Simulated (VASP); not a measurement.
Ta2C: single point with PBEsol

The system is Ta2C.

```
CELL_PARAMETERS angstrom
3.09530 0.00000 0.00000
-1.54765 2.68061 0.00000
0.00000 0.00000 4.92108
ATOMIC_POSITIONS crystal
Ta 0.33333 0.66667 0.25288
Ta 0.66667 0.33333 0.74712
C 0.00000 0.00000 0.00000
```

* Program: VASP 6.6.1
* Task: single point
* Functional: PBEsol
* Potentials or basis: VASP PAW PBE potentials, release 64 (Ta_pv, C)
* Cutoff: 520 eV
* k mesh: 18 × 18 × 8
* Occupations: gaussian, width 0.1 eV
* Spin: no spin polarisation
* Dipole correction: no
* Further INCAR settings: ALGO = Normal; EDIFF = 1e-07; NBANDS = 20

The pressure is 0.5 GPa, the largest force is 0.048 eV/Å and the band gap on the k mesh is zero (bands 13 and 14 overlap by 0.80 eV).

Forces in eV/Å, atoms in the order of the input:
```
Ta   0.000  0.000  0.048
Ta   0.000  0.000 -0.048
C    0.000  0.000  0.000
```

Levels at points of the mesh, in eV from the Fermi level:
```csv
k point,band 9,band 10,band 11,band 12,band 13,band 14,band 15,band 16,band 17,band 18
"(0.00, 0.00, 0.00)",-3.61,-3.61,-2.99,-0.01,0.51,0.51,1.13,1.13,2.39,2.39
"(0.50, 0.00, 0.00)",-4.36,-4.03,-3.77,-1.80,-0.24,3.35,3.49,4.71,5.13,5.25
"(0.00, 0.00, 0.50)",-3.86,-3.86,-1.83,-1.55,-0.30,-0.30,2.98,2.98,3.51,3.51
"(0.50, 0.00, 0.50)",-4.64,-3.58,-2.56,-1.16,-0.98,1.55,1.55,4.35,4.88,5.01
```

Run time: 7.7 min on 1 thread of Intel Xeon 8259CL, on a shared host, peak memory 0.29 GiB.

Caveat: the PAW data sets were made with another functional, which shifts forces and pressure a little; spin-orbit coupling is left out, which moves the levels of the heavy elements.
